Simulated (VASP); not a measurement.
Write the native input for VASP 6.6.1 that does the following.

```yaml
Task: relaxation of shape and atoms at fixed volume
Functional: PBEsol
Potentials_or_basis: VASP PAW PBE potentials, release 64 (Al, Cr_pv, C)
Cutoff: 600 eV
k_mesh: 12 × 12 × 4
Occupations: gaussian, width 0.1 eV
Spin: no spin polarisation
Dipole_correction: no
Further_INCAR_settings: ALGO = Fast; EDIFF = 1e-07; IBRION = 2; EDIFFG = -0.01; NSW = 50; ISIF = 4
```

The structure of AlCr2C lies in POSCAR:

```
AlCr2C
1.0
    2.9044061516      0.0000000000      0.0000000000
   -1.4522030758      2.5152895102      0.0000000000
    0.0000000000      0.0000000000     12.9891564059
Al Cr C
2 4 2
Direct
    0.6666666667      0.3333333333      0.2500000000
    0.3333333333      0.6666666667      0.7500000000
    0.3333333333      0.6666666667      0.4179121310
    0.6666666667      0.3333333333      0.9179121310
    0.6666666667      0.3333333333      0.5820878690
    0.3333333333      0.6666666667      0.0820878690
    0.0000000000      0.0000000000      0.5000000000
    0.0000000000      0.0000000000      0.0000000000
```

These files were run (other wordings do the same):

INCAR

```
PREC = Accurate
ENCUT = 600
EDIFF = 1E-7
ISMEAR = 0
SIGMA = 0.1
LREAL = False
LASPH = True
NELM = 100
ALGO = Fast
ISIF = 4
LWAVE = False
LCHARG = False
GGA = PS
IBRION = 2
NSW = 50
EDIFFG = -0.01
```

KPOINTS

```
Automatic mesh
0
Gamma
  12 12 4
```

Potentials or basis: VASP PAW PBE potentials, release 64 (Al, Cr_pv, C).

The run is started by

```sh
$ cat potpaw_PBE.64/Al/POTCAR potpaw_PBE.64/Cr_pv/POTCAR potpaw_PBE.64/C/POTCAR > POTCAR
$ mpirun -np 1 vasp_std > vasp.out
```

It gave:

The energy gained by relaxing is 1.8 meV/atom, the ionic steps are 4 and the pressure after relaxing is -15.5 GPa. The band gap on the k mesh is zero (bands 31 and 32 overlap by 0.83 eV).

Caveat: the PAW data sets were made with another functional, which shifts forces and pressure a little; the run has no spin polarisation, though such a crystal can be magnetic.

Wall time 16 min on 1 thread of Oxide Virtual Turin-like Processor, on a shared host, peak memory 0.36 GiB.
